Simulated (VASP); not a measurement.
Wanted: the native input for a VASP 6.6.1 run.

- Task: single point
- Functional: PBE
- Potentials or basis: VASP PAW PBE potentials, release 64 (Be, S)
- Cutoff: 600 eV
- k mesh: 2 × 2 × 2
- Occupations: gaussian, width 0.01 eV
- Spin: no spin polarisation
- Dipole correction: no
- Further INCAR settings: ALGO = Normal; EDIFF = 1e-06; NBANDS = 11

The structure of BeS lies in POSCAR:

```
BeS
1.0
    0.0000000000      2.3608025200      2.3608025200
    2.3608025200      0.0000000000      2.3608025200
    2.3608025200      2.3608025200      0.0000000000
Be S
1 1
Direct
    0.0000000000      0.0000000000      0.0000000000
    0.2500000000      0.2500000000      0.2500000000
```

One way to write it, as run:

INCAR

```
SYSTEM = BeS
  PREC = Accurate
  ENCUT = 600
  EDIFF = 1E-6
  ISMEAR = 0
  SIGMA = 0.01
  LREAL = .FALSE.
  LASPH = .TRUE.
  NELM = 120
  ALGO = Normal
  ISIF = 2
  LWAVE = .FALSE.
  LCHARG = .TRUE.
  GGA = PE
  LELF = .TRUE.
  LVHAR = .TRUE.
  NBANDS = 11
  GGA_COMPAT = .FALSE.
```

KPOINTS

```
Automatic mesh
0
G
  2 2 2
  0 0 0
```

Potentials or basis: VASP PAW PBE potentials, release 64 (Be, S).

The run is started by

```sh
$ cat potpaw_PBE.64/Be/POTCAR potpaw_PBE.64/S/POTCAR > POTCAR
$ mpirun -np 1 vasp_std > vasp.out
```

It gave:

| Property | Result |
| --- | --- |
| Pressure | 24.4 GPa |
| Band gap on the k mesh | 2.73 eV, indirect (least direct gap 5.41 eV) |

Caveat: the k points lie up to 1.15 Å⁻¹ apart.

Wall time 9.8 s on 1 thread of AMD EPYC 7R13, on a shared host, peak memory 0.11 GiB.
